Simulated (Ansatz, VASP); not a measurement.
**SrO in VASP and in Ansatz**

File INCAR:

```
SYSTEM = SrO
PREC = Accurate ; ENCUT = 520
EDIFF = 1E-7 ; ISMEAR = 0
SIGMA = 0.05 ; LREAL = .FALSE.
LASPH = .TRUE. ; NELM = 60
ALGO = Normal ; ISIF = 2
LWAVE = .FALSE. ; LCHARG = .FALSE.
GGA = PE ; NBANDS = 24
```

Contents of KPOINTS:

```
regular mesh
0
G
  9 9 4
  0 0 0
```

File POSCAR:

```
SrO
1.0
    3.5472592105      0.0000000000      0.0000000000
   -1.7736296053      3.0720165901      0.0000000000
    0.0000000000      0.0000000000      6.1908078759
Sr O
2 2
Direct
    0.3333333333      0.6666666667      0.2525973803
    0.6666666667      0.3333333333      0.7525973803
    0.0000000000      0.0000000000     -0.0142247929
    0.0000000000      0.0000000000      0.4857752071
```

Input for Ansatz:

```yaml
crystal:
  lattice:
    - [3.5472592105, 0.0, 0.0]
    - [-1.7736296053, 3.0720165901, 0.0]
    - [0.0, 0.0, 6.1908078759]
  atoms:
    - { symbol: Sr, position: [0.3333333333, 0.6666666667, 0.2525973803] }
    - { symbol: Sr, position: [0.6666666667, 0.3333333333, 0.7525973803] }
    - { symbol: O, position: [0.0, 0.0, -0.0142247929] }
    - { symbol: O, position: [0.0, 0.0, 0.4857752071] }
basis:
  ecutwfc: 520.0
kpoints:
  mp_grid: { grid: [9, 9, 4] }
hamiltonian:
  xc: pbe
scf:
  occupations: { method: gaussian, width: 0.05 }
output:
  forces: true
  stress: true
  eigenvalues: true
```

Change from the starting cell: mode 8 frozen in at -0.089 Å, equal normal strain along x, y and z -0.0083.

Alike in both runs: task single point; functional PBE; k mesh 9 × 9 × 4; occupations gaussian, width 0.05 eV; no spin polarisation.

|  | VASP | Ansatz |
| --- | --- | --- |
| version | VASP 6.6.1 | Ansatz 0.2.0 |
| potentials or method | VASP PAW PBE potentials, release 64 (Sr_sv, O), cutoff 520 eV | scalar-relativistic, plane waves, PAW |
| valence electrons in the cell | 32 | 32 |

Ansatz gave:

- gap on the k mesh at the Fermi level (eV): 3.17
- least direct gap on the mesh (eV): 3.17
- pressure (GPa): 2.5
- traceless stress, the component that is largest in VASP (GPa): 0.23
- rms of the force components (eV/Å): 0.142

Question: Which values does VASP return?

Answer: gap on the k mesh at the Fermi level (eV): 3.16; least direct gap on the mesh (eV): 3.16; pressure (GPa): 3.1; traceless stress, the component that is largest in VASP (GPa): 0.21; rms of the force components (eV/Å): 0.151.

Atom by atom the forces differ by 0.010 eV/Å (rms over components). With one functional, cell and mesh, what is left measures potentials, basis and numerics.
